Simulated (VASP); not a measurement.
# LaAgSO (P4/nmm) in VASP: single point with LDA

Aim: the single point of LaAgSO with LDA.

Program: VASP 6.6.1. These are calculated values, not measurements. Logs are shortened: lines on timing, memory, paths and dates and some standing lists are left out, and cuts for length are marked.

### 1 The cell of the first run

It takes space group P4/nmm (No. 129, tetragonal). Conventional cell: a = 4.052 Å, b = 4.052 Å, c = 9.031 Å, α = 90.00°, β = 90.00°, γ = 90.00°. La (site symmetry 4mm) has 4 O at 2.37 Å within 3.1 Å. S (site symmetry 4mm) has 4 Ag at 2.68 Å and 4 La at 3.25 Å and 4 O at 3.42 Å within 3.5 Å. Within 3.1 Å of O (site symmetry -4m2) lie 4 La at 2.37 Å and 4 O at 2.87 Å. Ag (site symmetry -4m2) has 4 S at 2.68 Å and 4 Ag at 2.87 Å within 3.5 Å.

### 2 Single point, LDA

Contents of POSCAR:

```
LaAgSO
1.0
    4.0524171700      0.0000000000      0.0000000000
    0.0000000000      4.0524171700      0.0000000000
    0.0000000000      0.0000000000      9.0305032600
La S O Ag
2 2 2 2
Direct
    0.2500000000      0.2500000000      0.1361200000
    0.7500000000      0.7500000000      0.8638800000
    0.2500000000      0.2500000000      0.6943200000
    0.7500000000      0.7500000000      0.3056800000
    0.7500000000      0.2500000000      0.0000000000
    0.2500000000      0.7500000000      0.0000000000
    0.7500000000      0.2500000000      0.5000000000
    0.2500000000      0.7500000000      0.5000000000
```

Contents of INCAR.step1:

```
SYSTEM = LaAgSO
ALGO = Normal
EDIFF = 1E-6
ENCUT = 520
GGA = CA
ISIF = 2
ISMEAR = -1
LASPH = .TRUE.
LCHARG = .TRUE.
LMAXMIX = 6
LREAL = .FALSE.
LWAVE = .FALSE.
NBANDS = 44
NELM = 60
PREC = Accurate
SIGMA = 0.0423
```

Contents of KPOINTS.step1:

```
k-points
0
G
  6 6 3
  0 0 0
```

Contents of INCAR.step2:

```
SYSTEM = LaAgSO
ALGO = Normal
EDIFF = 1E-6
ENCUT = 520
GGA = CA
ICHARG = 11
ISIF = 2
ISMEAR = -5
LASPH = .TRUE.
LCHARG = .FALSE.
LMAXMIX = 6
LORBIT = 11
LREAL = .FALSE.
LWAVE = .FALSE.
NEDOS = 1001
NELM = 60
PREC = Accurate
SIGMA = 0.0423
```

Contents of KPOINTS.step2:

```
k-points
0
G
  9 9 5
  0 0 0
```

Potentials or basis: VASP PAW LDA potentials, release 64 (La, S, O, Ag).

Launch:

```console
> cat potpaw_LDA.64/La/POTCAR potpaw_LDA.64/S/POTCAR potpaw_LDA.64/O/POTCAR potpaw_LDA.64/Ag/POTCAR > POTCAR
> cp INCAR.step1 INCAR
> cp KPOINTS.step1 KPOINTS
> mpirun -np 1 vasp_std > vasp.out
> cp INCAR.step2 INCAR
> cp KPOINTS.step2 KPOINTS
> mpirun -np 1 vasp_std > vasp.out
```

OUTCAR:

```text
SYSTEM = LaAgSO
   EDIFF = 1E-6
   ENCUT = 520
   GGA = CA
   ICHARG = 11
   ISIF = 2
   ISMEAR = -5
   LASPH = .TRUE.
   LORBIT = 11
   LREAL = .FALSE.
   NELM = 60
   PREC = Accurate

 ion  position               nearest neighbor table
   1  0.250  0.250  0.136-   5 2.37   6 2.37   6 2.37   5 2.37
   2  0.750  0.750  0.864-   5 2.37   6 2.37   5 2.37   6 2.37
   3  0.250  0.250  0.694-   7 2.68   8 2.68   8 2.68   7 2.68
   4  0.750  0.750  0.306-   7 2.68   8 2.68   7 2.68   8 2.68
   5  0.750  0.250  0.000-   1 2.37   2 2.37   2 2.37   1 2.37
   6  0.250  0.750  0.000-   1 2.37   2 2.37   1 2.37   2 2.37
   7  0.750  0.250  0.500-   3 2.68   4 2.68   4 2.68   3 2.68   8 2.87   8 2.87   8 2.87   8 2.87

   8  0.250  0.750  0.500-   3 2.68   4 2.68   3 2.68   4 2.68   7 2.87   7 2.87   7 2.87   7 2.87

  LATTYP: Found a simple tetragonal cell.
 ALAT       =     4.0524171700
 C/A-ratio  =     2.2284238964

  Lattice vectors:

 A1 = (   4.0524171700,   0.0000000000,   0.0000000000)
 A2 = (   0.0000000000,   4.0524171700,   0.0000000000)
 A3 = (   0.0000000000,   0.0000000000,   9.0305032600)

Analysis of symmetry for initial positions (statically):
=====================================================================
 Subroutine PRICEL returns:
 Original cell was already a primitive cell.

 Routine SETGRP: Setting up the symmetry group for a
 simple tetragonal supercell.

 Subroutine GETGRP returns: Found 16 space group operations
 (whereof  4 operations were pure point group operations)
 out of a pool of 16 trial point group operations.

The static configuration has the point symmetry C_2h.
 The point group associated with its full space group is D_4h.

Analysis of symmetry for dynamics (positions and initial velocities):
=====================================================================
 Subroutine PRICEL returns:
 Original cell was already a primitive cell.

 Routine SETGRP: Setting up the symmetry group for a
 simple tetragonal supercell.

 Subroutine GETGRP returns: Found 16 space group operations
 (whereof  4 operations were pure point group operations)
 out of a pool of 16 trial point group operations.

The dynamic configuration has the point symmetry C_2h.
 The point group associated with its full space group is D_4h.

 Subroutine INISYM returns: Found 16 space group operations
 (whereof  4 operations are pure point group operations),
 and found     1 'primitive' translations

----------------------------------------------------------------------------------------
[... 123 lines left out ...]
   EFERMI_NEDOS =   21; number of points for ismear=-14 and -15
   IALGO  =     38    algorithm
   IMIX   =      4    mixing-type and parameters
     AMIX     =   0.40;   BMIX     =  1.00
     AMIX_MAG =   1.60;   BMIX_MAG =  1.00
  volume/ion in A,a.u.               =      18.54       125.10
  Fermi-wavevector in a.u.,A,eV,Ry     =   1.262402  2.385594 21.683049  1.593659
  Thomas-Fermi vector in A             =   2.395812
   LORBIT       =     11    0 simple, 1 ext, 2 COOP (PROOUT), +10 PAW based schemes
   GGA     = CA    functional components
   LHFCALC =     F    Hartree Fock is set to
   AEXX    =    0.0000 exact exchange contribution
   IVDW    =     0    specifies the selected vdW correction
   LEPSILON=     F    determine dielectric tensor
   LRPA    =     F    only Hartree local field effects (RPA)
 non-spin polarized calculation
 Fermi weights with tetrahedron method with Bloechl corrections
  energy-cutoff  :      520.00
  volume of cell :      148.30
 maximum number of plane-waves:      4023
 NGX is ok and might be reduce to    30

 number of electron      67.9999987 magnetization

 Free energy of the ion-electron system (eV)
  ---------------------------------------------------
  ext. energy  EPLUGINS =         0.00000000
  ---------------------------------------------------
  free energy    TOTEN  =       -55.97564986 eV

  energy without entropy =      -55.97564986  energy(sigma->0) =      -55.97564986

 E-fermi :   6.6860     XC(G=0): -11.0262

 val. band max:        6.6547100768   @ k =   0.0000   0.0000   0.0000
 cond. band min:       7.8962476382   @ k =   0.0000   0.0000   0.0000
 fundamental gap:      1.2415375614
 Fermi energy:         6.6859995362

 k-point     1 :       0.0000    0.0000    0.0000
  band No.  band energies     occupation
      1     -24.3853      2.00000
      2     -24.1641      2.00000
      3     -11.4546      2.00000
      4     -10.0076      2.00000
      5      -8.2985      2.00000
      6      -8.2985      2.00000
[... 1021 lines left out ...]
     39      10.2514      0.00000
     40      10.2646      0.00000

 [... further k-points ...]
[... 5 lines left out ...]
  --------------------------------------------------------------------------------------
  -------------------------------------------------------------------------------------
  Total       -5.2421802     -5.2421802     -5.0740587     -0.0000000      0.0000000      0.0000000
  in kB      -56.6346582    -56.6346582    -54.8183332     -0.0000000      0.0000000      0.0000000
  external PRESSURE =     -56.0292165 kB  Pullay stress =       0.0000000 kB

 VOLUME and BASIS-vectors are now :
 -----------------------------------------------------------------------------
  energy-cutoff  :      520.00
  volume of cell :      148.30
      direct lattice vectors                 reciprocal lattice vectors
     4.052417170  0.000000000  0.000000000     0.246766302  0.000000000  0.000000000
     0.000000000  4.052417170  0.000000000     0.000000000  0.246766302  0.000000000
     0.000000000  0.000000000  9.030503260     0.000000000  0.000000000  0.110735800

 POSITION                                       TOTAL-FORCE (eV/Angst)
 -----------------------------------------------------------------------------------
      1.01310      1.01310      1.22923        -0.000000      0.000000     -0.212714
      3.03931      3.03931      7.80127        -0.000000     -0.000000      0.212714
      1.01310      1.01310      6.27006        -0.000000     -0.000000     -0.369195
      3.03931      3.03931      2.76044        -0.000000     -0.000000      0.369195
      3.03931      1.01310      0.00000         0.000000     -0.000000      0.000000
      1.01310      3.03931      0.00000        -0.000000      0.000000      0.000000
      3.03931      1.01310      4.51525        -0.000000      0.000000     -0.000000
      1.01310      3.03931      4.51525         0.000000     -0.000000     -0.000000
 -----------------------------------------------------------------------------------
    total drift:                               -0.000000     -0.000000     -0.000000

  FREE ENERGIE OF THE ION-ELECTRON SYSTEM (eV)
  ---------------------------------------------------
  free  energy   TOTEN  =       -55.9756498580 eV

  energy  without entropy=      -55.9756498580  energy(sigma->0) =      -55.97564986

 total charge

# of ion       s       p       d       f       tot
--------------------------------------------------
    1        2.033   5.666   0.650   0.249   8.599
    2        2.033   5.666   0.650   0.249   8.599
    3        1.327   2.330   0.000   0.000   3.657
    4        1.327   2.330   0.000   0.000   3.657
    5        1.559   3.447   0.000   0.000   5.005
    6        1.559   3.447   0.000   0.000   5.005
    7        0.335   0.295   9.230   0.000   9.861
    8        0.335   0.295   9.230   0.000   9.861
--------------------------------------------------
tot         10.508  23.475  19.760   0.499  54.242
```

OUTCAR.step1:

```text
SYSTEM = LaAgSO
   EDIFF = 1E-6
   ENCUT = 520
   GGA = CA
   ISIF = 2
[... 1181 lines left out ...]
      3.03931      1.01310      0.00000        -0.000000      0.000000      0.000000
      1.01310      3.03931      0.00000         0.000000     -0.000000      0.000000
      3.03931      1.01310      4.51525        -0.000000      0.000000      0.000000
      1.01310      3.03931      4.51525         0.000000      0.000000      0.000000
 -----------------------------------------------------------------------------------
    total drift:                               -0.000000     -0.000000      0.000000

  FREE ENERGIE OF THE ION-ELECTRON SYSTEM (eV)
  ---------------------------------------------------
  free  energy   TOTEN  =       -55.9746311210 eV

  energy  without entropy=      -55.9746311045  energy(sigma->0) =      -55.97463111
```

Wall time 11 min (1 thread of Intel Xeon Platinum 8375C at 2.90GHz (Ice Lake), shared host); peak memory 0.39 GiB.

What came out:

| Property | Result |
| --- | --- |
| Valence electrons inside the program's atomic spheres | La 8.60; S 3.66; O 5.00; Ag 9.86 |

Levels at points of the mesh, in eV from the valence-band top:
```
           k point  band 31  band 32  band 33  band 34  band 35  band 36  band 37  band 38
(0.00, 0.00, 0.00)    -1.44    -0.74     0.00     0.00     1.24     2.59     2.94     3.18
```

Caveat: spin-orbit coupling is left out, which moves the levels of the heavy elements.
